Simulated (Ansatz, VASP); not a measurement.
# SnO: VASP beside Ansatz

INCAR

```
PREC     = Accurate       # precision mode
ENCUT    = 520            # plane-wave cutoff, eV
EDIFF    = 1E-6           # SCF threshold, eV
ISMEAR   = 0              # smearing method
SIGMA    = 0.05           # smearing width, eV
LREAL    = False          # projectors in reciprocal space
LASPH    = True           # aspherical terms in the spheres
NELM     = 60             # most SCF steps
ALGO     = Normal         # electronic algorithm
ISIF     = 2              # what is computed and relaxed
LWAVE    = False          # write WAVECAR
LCHARG   = False          # write CHGCAR
NBANDS   = 28             # bands
```

File KPOINTS:

```
regular mesh
0
Gamma
  8 6 6
```

POSCAR

```
SnO
1.0
    3.5227552500      0.0000000000      0.0000000000
    0.0000000000      5.6741040000      0.0000000000
    0.0000000000      0.0000000000      4.2219700000
Sn O
2 2
Direct
    0.0000000000      0.2319090000      0.5131440000
    0.5000000000      0.7680910000      0.0131440000
    0.0000000000      0.8912500000      0.7368570000
    0.5000000000      0.1087500000      0.2368570000
```

Input for Ansatz:

```yaml
crystal:
  lattice:
    - [3.52275525, 0.0, 0.0]
    - [0.0, 5.674104, 0.0]
    - [0.0, 0.0, 4.22197]
  atoms:
    - { symbol: Sn, position: [0.0, 0.231909, 0.513144] }
    - { symbol: Sn, position: [0.5, 0.768091, 0.013144] }
    - { symbol: O, position: [0.0, 0.89125, 0.736857] }
    - { symbol: O, position: [0.5, 0.10875, 0.236857] }
basis:
  ecutwfc: 420
kpoints:
  mp_grid: { grid: [8, 6, 6] }
hamiltonian:
  xc: lda
scf:
  occupations: { method: gaussian, width: 0.05 }
output:
  forces: true
  stress: true
  eigenvalues: true
```

Change from the starting cell: strain +0.0500 x Voigt [1, 0, 0, 0, 0, 0], atoms carried along.

Alike in both runs: task single point; functional LDA; k mesh 8 × 6 × 6; occupations gaussian, width 0.05 eV; no spin polarisation.

|  | VASP | Ansatz |
| --- | --- | --- |
| version | VASP 6.6.1 | Ansatz 0.2.0 |
| potentials or method | VASP PAW LDA potentials, release 64 (Sn_d, O), cutoff 520 eV | scalar-relativistic, plane waves, PAW |
| valence electrons in the cell | 40 | 40 |

VASP gave:

- gap on the k mesh at the Fermi level (eV): 1.31
- least direct gap on the mesh (eV): 2.09
- pressure (GPa): -8.4
- traceless stress, the component that is largest in VASP (GPa): -3.17
- rms of the force components (eV/Å): 0.498

**Question.** What did Ansatz give for the same quantities?

**Answer.** gap on the k mesh at the Fermi level (eV): 1.33; least direct gap on the mesh (eV): 2.12; pressure (GPa): -8.6; traceless stress, the component that is largest in VASP (GPa): -3.17; rms of the force components (eV/Å): 0.533.

LDA's correlation is that of Perdew and Zunger in VASP and of Perdew and Wang (1992) in Ansatz. Atom by atom the forces differ by 0.036 eV/Å (rms over components).
